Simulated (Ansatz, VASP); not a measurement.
**SiNi3 in VASP and in Ansatz**

The input INCAR:

```
PREC = Accurate
ENCUT = 520
EDIFF = 1E-6
ISMEAR = 0
SIGMA = 0.15
LREAL = False
LASPH = True
NELM = 100
ALGO = Fast
ISIF = 2
LWAVE = False
LCHARG = True
GGA = PE
LELF = True
LVHAR = True
NBANDS = 25
```

File KPOINTS:

```
Automatic mesh
0
Gamma
  14 14 14
```

The input POSCAR:

```
SiNi3
1.0
    3.5062596409      0.0000000000      0.0000000000
    0.0000000000      3.5062596409      0.0000000000
    0.0000000000      0.0000000000      3.6815726229
Si Ni
1 3
Direct
    0.0000000000      0.0000000000      0.0000000000
    0.0000000000      0.5000000000      0.5000000000
    0.5000000000      0.0000000000      0.5000000000
    0.5000000000      0.5000000000      0.0000000000
```

Input for Ansatz:

```yaml
crystal:
  lattice:
    - [3.5062596409, 0.0, 0.0]
    - [0.0, 3.5062596409, 0.0]
    - [0.0, 0.0, 3.6815726229]
  atoms:
    - { symbol: Si, position: [0.0, 0.0, 0.0] }
    - { symbol: Ni, position: [0.0, 0.5, 0.5] }
    - { symbol: Ni, position: [0.5, 0.0, 0.5] }
    - { symbol: Ni, position: [0.5, 0.5, 0.0] }
basis:
  ecutwfc: 420
kpoints:
  mp_grid: { grid: [14, 14, 14] }
hamiltonian:
  xc: pbe
scf:
  occupations: { method: gaussian, width: 0.15 }
output:
  forces: true
  stress: true
  eigenvalues: true
```

Change from the starting cell: strain +0.000 along x and y, +0.050 along z, atoms carried along.

Alike in both runs: task single point; functional PBE; k mesh 14 × 14 × 14; occupations gaussian, width 0.15 eV; no spin polarisation.

|  | VASP | Ansatz |
| --- | --- | --- |
| version | VASP 6.6.1 | Ansatz 0.2.0 |
| potentials or method | VASP PAW PBE potentials, release 64 (Si, Ni), cutoff 520 eV | scalar-relativistic, plane waves, PAW |
| valence electrons in the cell | 34 | 58 |

```csv
,VASP,Ansatz,Ansatz less VASP
gap on the k mesh at the Fermi level (eV),none,none,-
pressure (GPa),-9.2,-9.0,+0.16
"traceless stress, the component that is largest in VASP (GPa)",-4.90,-5.00,-0.100
```

A gap of «none» marks a metal or a gap that the smearing closes. VASP's potentials hold 34 valence electrons a cell and Ansatz's 58, so a difference there can come from the potentials and not from the codes.
